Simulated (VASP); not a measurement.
# NaCl (F-43m) in VASP: single point with r2SCAN

Aim: the single point of NaCl with r2SCAN.

Program: VASP 6.6.1. These are calculated values, not measurements. Logs are shortened: lines on timing, memory, paths and dates and some standing lists are left out, and cuts for length are marked.

## (1) The cell of the first run

Symmetry: F-43m, No. 216, cubic system. The conventional cell has a = 6.175 Å, b = 6.175 Å, c = 6.175 Å, α = 90.00°, β = 90.00°, γ = 90.00°. Na (site symmetry -43m) has 4 Cl at 2.67 Å within 3.5 Å. Within 3.5 Å of Cl (site symmetry -43m) lie 4 Na at 2.67 Å.

## (2) Single point, r2SCAN

File POSCAR:

```
NaCl
1.0
    0.0000000000      3.0872727775      3.0872727775
    3.0872727775      0.0000000000      3.0872727775
    3.0872727775      3.0872727775      0.0000000000
Na Cl
1 1
Direct
    0.0000000000      0.0000000000      0.0000000000
    0.2500000000      0.2500000000      0.2500000000
```

File INCAR.step1:

```
PREC = Accurate
ENCUT = 520
ISMEAR = 0
SIGMA = 0.01
LREAL = False
LASPH = True
NELM = 60
NBANDS = 14
GGA = PE
ALGO = Normal
EDIFF = 1E-4
LWAVE = True
LCHARG = False
```

File INCAR.step2:

```
PREC = Accurate
ENCUT = 520
EDIFF = 1E-6
ISMEAR = 0
SIGMA = 0.01
LREAL = False
LASPH = True
NELM = 60
ALGO = Normal
ISIF = 2
LWAVE = False
LCHARG = False
METAGGA = R2SCAN
LMIXTAU = True
NBANDS = 14
ISTART = 1
```

File KPOINTS:

```
regular mesh
0
Gamma
  6 6 6
```

Potentials or basis: VASP PAW PBE potentials, release 64 (Na_pv, Cl).

The run is started by

```console
> cat potpaw_PBE.64/Na_pv/POTCAR potpaw_PBE.64/Cl/POTCAR > POTCAR
> cp INCAR.step1 INCAR
> mpirun -np 1 vasp_std > vasp.out
> cp INCAR.step2 INCAR
> mpirun -np 1 vasp_std > vasp.out
```

OUTCAR:

```text
PREC = Accurate
   ENCUT = 520
   EDIFF = 1E-6
   ISMEAR = 0
   LREAL = False
   LASPH = True
   NELM = 60
   ISIF = 2
   METAGGA = R2SCAN
   ISTART = 1

 ion  position               nearest neighbor table
   1  0.000  0.000  0.000-   2 2.67   2 2.67   2 2.67   2 2.67
   2  0.250  0.250  0.250-   1 2.67   1 2.67   1 2.67   1 2.67

  LATTYP: Found a face centered cubic cell.
 ALAT       =     6.1745455550

  Lattice vectors:

 A1 = (   0.0000000000,   3.0872727775,   3.0872727775)
 A2 = (   3.0872727775,   0.0000000000,   3.0872727775)
 A3 = (   3.0872727775,   3.0872727775,   0.0000000000)

Analysis of symmetry for initial positions (statically):
=====================================================================
 Subroutine PRICEL returns:
 Original cell was already a primitive cell.

 Routine SETGRP: Setting up the symmetry group for a
 face centered cubic supercell.

 Subroutine GETGRP returns: Found 24 space group operations
 (whereof 24 operations were pure point group operations)
 out of a pool of 48 trial point group operations.

The static configuration has the point symmetry T_d .

Analysis of symmetry for dynamics (positions and initial velocities):
=====================================================================
 Subroutine PRICEL returns:
 Original cell was already a primitive cell.

 Routine SETGRP: Setting up the symmetry group for a
 face centered cubic supercell.

 Subroutine GETGRP returns: Found 24 space group operations
 (whereof 24 operations were pure point group operations)
 out of a pool of 48 trial point group operations.

The dynamic configuration has the point symmetry T_d .

 Subroutine INISYM returns: Found 24 space group operations
 (whereof 24 operations are pure point group operations),
 and found     1 'primitive' translations

----------------------------------------------------------------------------------------

                                     Primitive cell

  volume of cell :      58.8512

  direct lattice vectors                    reciprocal lattice vectors
     0.000000000  3.087272777  3.087272777    -0.161955239  0.161955239  0.161955239
     3.087272777  0.000000000  3.087272777     0.161955239 -0.161955239  0.161955239
     3.087272777  3.087272777  0.000000000     0.161955239  0.161955239 -0.161955239

  length of vectors
     4.366063033  4.366063033  4.366063033     0.280514702  0.280514702  0.280514702

  position of ions in fractional coordinates (direct lattice)
     0.000000000  0.000000000  0.000000000
     0.250000000  0.250000000  0.250000000

  ion indices of the primitive-cell ions
   primitive index   ion index
                 1           1
                 2           2

----------------------------------------------------------------------------------------

 KPOINTS: regular mesh

Automatic generation of k-mesh.
 Grid dimensions read from file:
 generate k-points for:    6    6    6

 Generating k-lattice:

  Cartesian coordinates                     Fractional coordinates (reciprocal lattice)
    -0.026992540  0.026992540  0.026992540     0.166666667  0.000000000  0.000000000
     0.026992540 -0.026992540  0.026992540     0.000000000  0.166666667  0.000000000
     0.026992540  0.026992540 -0.026992540     0.000000000  0.000000000  0.166666667

  Length of vectors
     0.046752450  0.046752450  0.046752450

  Shift w.r.t. Gamma in fractional coordinates (k-lattice)
     0.000000000  0.000000000  0.000000000

 Subroutine IBZKPT returns following result:
 ===========================================

 Found     16 irreducible k-points:

 Following reciprocal coordinates:
            Coordinates               Weight
  0.000000  0.000000  0.000000      1.000000
  0.166667  0.000000  0.000000      8.000000
  0.333333  0.000000  0.000000      8.000000
  0.500000  0.000000  0.000000      4.000000
  0.166667  0.166667  0.000000      6.000000
  0.333333  0.166667  0.000000     24.000000
[... 8 lines left out ...]
 -0.333333  0.333333  0.166667     24.000000
 -0.333333  0.500000  0.166667     12.000000
   k-points           NKPTS =     16   k-points in BZ     NKDIM =     16   number of bands    NBANDS=     14
   number of dos      NEDOS =    301   number of ions     NIONS =      2
   total plane-waves  NPLWV =  32768
   dimension x,y,z NGX =    32 NGY =   32 NGZ =   32
   dimension x,y,z NGXF=    64 NGYF=   64 NGZF=   64
   ions per type =               1   1
   NGX,Y,Z   is equivalent  to a cutoff of  12.18, 12.18, 12.18 a.u.
   NGXF,Y,Z  is equivalent  to a cutoff of  24.37, 24.37, 24.37 a.u.
 SYSTEM =  unknown system
   PREC   = accura    normal or accurate (medium, high low for compatibility)
   ISTART =      1    job   : 0-new  1-cont  2-samecut
   ICHARG =      0    charge: 1-file 2-atom 10-const
   ISPIN  =      1    spin polarized calculation?
   LNONCOLLINEAR =      F non collinear calculations
   LSORBIT =      F    spin-orbit coupling
   LASPH  =      T    aspherical Exc in radial PAW
   ENCUT  =  520.0 eV  38.22 Ry    6.18 a.u.   8.12  8.12  8.12*2*pi/ulx,y,z
   NELM   =     60;   NELMIN=  2; NELMDL=  0     # of ELM steps
   EDIFF  = 0.1E-05   stopping-criterion for ELM
   LREAL  =      F    real-space projection
   EDIFFG = 0.1E-04   stopping-criterion for IOM
   NSW    =      0    number of steps for IOM
   IBRION =     -1    ionic relax: 0-MD 1-quasi-New 2-CG
   NFREE  =      0    steps in history (QN), initial steepest desc. (CG)
   ISIF   =      2    stress and relaxation
   ISYM   =      2    0-nonsym 1-usesym 2-fastsym
   POTIM  = 0.5000    time-step for ionic-motion
   TEBEG  =    0.0;   TEEND  =   0.0 temperature during run
   PSTRESS=    0.0 pullay stress
   NELECT =      14.0000    total number of electrons
   NUPDOWN=      -1.0000    fix difference up-down
   EMIN   =  10.00;   EMAX   =-10.00  energy-range for DOS
   EFERMI =   0.00;   METHOD = LEGACY
   ISMEAR =     0;   SIGMA  =   0.01  broadening in eV -4-tet -1-fermi 0-gaus
   EFERMI_NEDOS =   21; number of points for ismear=-14 and -15
   IALGO  =     38    algorithm
   IMIX   =      4    mixing-type and parameters
     AMIX     =   0.40;   BMIX     =  1.00
     AMIX_MAG =   1.60;   BMIX_MAG =  1.00
  volume/ion in A,a.u.               =      29.43       198.57
  Fermi-wavevector in a.u.,A,eV,Ry     =   1.014376  1.916894 13.999846  1.028960
  Thomas-Fermi vector in A             =   2.147600
   LORBIT       =      0    0 simple, 1 ext, 2 COOP (PROOUT), +10 PAW based schemes
   METAGGA = R2SCAN    functional components
   LHFCALC =     F    Hartree Fock is set to
   AEXX    =    0.0000 exact exchange contribution
   IVDW    =     0    specifies the selected vdW correction
   LEPSILON=     F    determine dielectric tensor
   LRPA    =     F    only Hartree local field effects (RPA)
 non-spin polarized calculation
 Gauss-broadening in eV      SIGMA  =   0.01
  energy-cutoff  :      520.00
  volume of cell :       58.85
 maximum number of plane-waves:      1600
   NGX = 17   NGY = 17   NGZ = 17

 number of electron      13.9999997 magnetization

 Free energy of the ion-electron system (eV)
  ---------------------------------------------------
  ext. energy  EPLUGINS =         0.00000000
  ---------------------------------------------------
  free energy    TOTEN  =       -13.56189673 eV

  energy without entropy =      -13.56189673  energy(sigma->0) =      -13.56189673

 E-fermi :  -2.7741     XC(G=0):  -7.2614

 val. band max:       -2.8386374815   @ k =   0.0000   0.0000   0.0000
 cond. band min:       2.7281442561   @ k =   0.0000   0.0000   0.0000
 fundamental gap:      5.5667817375
 Fermi energy:        -2.7741408964

 k-point     1 :       0.0000    0.0000    0.0000
  band No.  band energies     occupation
      1     -24.1326      2.00000
      2     -24.1321      2.00000
      3     -24.1321      2.00000
      4     -15.5033      2.00000
      5      -2.8386      2.00000
      6      -2.8386      2.00000
      7      -2.8386      2.00000
      8       2.7281      0.00000
      9       9.2337      0.00000
     10       9.2337      0.00000
     11       9.2341      0.00000
     12      10.8926      0.00000
     13      10.8926      0.00000
     14      13.3746      0.00000

 k-point     2 :       0.1667    0.0000    0.0000
  band No.  band energies     occupation
      1     -24.1358      2.00000
      2     -24.1329      2.00000
      3     -24.1325      2.00000
      4     -15.4674      2.00000
      5      -3.1474      2.00000
      6      -2.8618      2.00000
      7      -2.8618      2.00000
      8       3.3362      0.00000
      9       8.5752      0.00000
     10       9.3192      0.00000
     11       9.3194      0.00000
     12      10.4625      0.00000
     13      10.4626      0.00000
     14      12.2384      0.00000

 k-point     3 :       0.3333    0.0000    0.0000
  band No.  band energies     occupation
      1     -24.1431      2.00000
      2     -24.1337      2.00000
      3     -24.1333      2.00000
      4     -15.3944      2.00000
      5      -3.6597      2.00000
      6      -2.9071      2.00000
      7      -2.9070      2.00000
      8       4.6093      0.00000
      9       7.4274      0.00000
     10       8.8050      0.00000
     11       8.8051      0.00000
     12      11.3969      0.00000
     13      11.3971      0.00000
     14      11.7849      0.00000
[... 188 lines left out ...]
 k-point    15 :      -0.3333    0.3333    0.1667
  band No.  band energies     occupation
      1     -24.1461      2.00000
      2     -24.1375      2.00000
      3     -24.1352      2.00000
      4     -15.3223      2.00000
      5      -3.6225      2.00000
      6      -3.3487      2.00000
      7      -3.0725      2.00000
      8       5.6889      0.00000
      9       6.8481      0.00000
     10       8.0487      0.00000
     11       9.2015      0.00000
     12      11.3533      0.00000
     13      12.3426      0.00000
     14      13.4217      0.00000

 k-point    16 :      -0.3333    0.5000    0.1667
  band No.  band energies     occupation
      1     -24.1469      2.00000
      2     -24.1373      2.00000
      3     -24.1361      2.00000
      4     -15.3105      2.00000
      5      -3.6334      2.00000
      6      -3.3103      2.00000
      7      -3.1689      2.00000
      8       5.1958      0.00000
      9       7.2567      0.00000
     10       8.4229      0.00000
     11       9.1190      0.00000
     12      11.7618      0.00000
     13      12.9830      0.00000
     14      13.2732      0.00000

------------------------ aborting loop because EDIFF is reached ----------------------------------------

  FORCE on cell =-STRESS in cart. coord.  units (eV):
  Direction    XX          YY          ZZ          XY          YZ          ZX
  --------------------------------------------------------------------------------------
  -------------------------------------------------------------------------------------
  Total       -0.0448743     -0.0448743     -0.0448743      0.0000000      0.0000000     -0.0000000
  in kB       -1.2216688     -1.2216688     -1.2216688      0.0000000      0.0000000     -0.0000000
  external PRESSURE =      -1.2216688 kB  Pullay stress =       0.0000000 kB

 VOLUME and BASIS-vectors are now :
 -----------------------------------------------------------------------------
  energy-cutoff  :      520.00
  volume of cell :       58.85
      direct lattice vectors                 reciprocal lattice vectors
     0.000000000  3.087272777  3.087272777    -0.161955239  0.161955239  0.161955239
     3.087272777  0.000000000  3.087272777     0.161955239 -0.161955239  0.161955239
     3.087272777  3.087272777  0.000000000     0.161955239  0.161955239 -0.161955239

 POSITION                                       TOTAL-FORCE (eV/Angst)
 -----------------------------------------------------------------------------------
      0.00000      0.00000      0.00000         0.000000      0.000000      0.000000
      1.54364      1.54364      1.54364        -0.000000     -0.000000     -0.000000
 -----------------------------------------------------------------------------------
    total drift:                               -0.000011     -0.000011     -0.000011

  FREE ENERGIE OF THE ION-ELECTRON SYSTEM (eV)
  ---------------------------------------------------
  free  energy   TOTEN  =       -13.5618967259 eV

  energy  without entropy=      -13.5618967259  energy(sigma->0) =      -13.56189673
```

Run time: 29 s. Hardware: 1 thread of AMD EPYC 9R45 (Zen 5), shared host; peak memory 0.15 GiB.

Results:

```yaml
Free_energy: -13.5619 eV
Pressure: -0.1 GPa
Band_gap_on_the_k_mesh: 5.57 eV, direct
```

Levels at points of the mesh, in eV from the valence-band top:
| k point | band 4 | band 5 | band 6 | band 7 | band 8 | band 9 | band 10 | band 11 |
| --- | --- | --- | --- | --- | --- | --- | --- | --- |
| (0.00, 0.00, 0.00) | -12.66 | 0.00 | 0.00 | 0.00 | 5.57 | 12.07 | 12.07 | 12.07 |
| (0.50, 0.00, 0.00) | -12.52 | -1.04 | -0.09 | -0.09 | 8.34 | 9.47 | 11.36 | 11.36 |
| (0.50, 0.50, 0.00) | -12.47 | -0.94 | -0.30 | -0.30 | 7.49 | 9.80 | 11.59 | 14.07 |

Caveat: the PAW data sets were made with another functional, which shifts forces and pressure a little. r2SCAN opens gaps a little over a GGA but as a rule still falls short of measured ones.
